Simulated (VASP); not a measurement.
The system is CdTe.

```
Cd Te
1.0
     0.00000    3.27990    3.27990
     3.27990    0.00000    3.27990
     3.27990    3.27990    0.00000
Cd Te
1 1
Cartesian
  0.0000 0.0000 0.0000
  1.6400 1.6400 1.6400
```

Base run:

| Quantity | Value |
| --- | --- |
| Program | VASP 6.6.1 |
| Functional | HSE06 |
| Potentials or basis | VASP PAW PBE potentials, release 64 (Cd, Te) |
| Cutoff | 520 eV |
| k mesh | 4 × 4 × 4 |
| Occupations | gaussian, width 0.01 eV |
| Spin | no spin polarisation |

Its results: band gap on the k mesh 1.44 eV, direct; pressure 0.2 GPa.

Question: The run is repeated on the same cell with these changes: functional from HSE06 to r2SCAN0. What comes out?

Answer: Band gap on the k mesh 2.43 eV, direct; pressure -0.5 GPa.

Caveats: the PAW data sets were made with another functional, which shifts forces and pressure a little; spin-orbit coupling is left out, which moves the levels of the heavy elements.

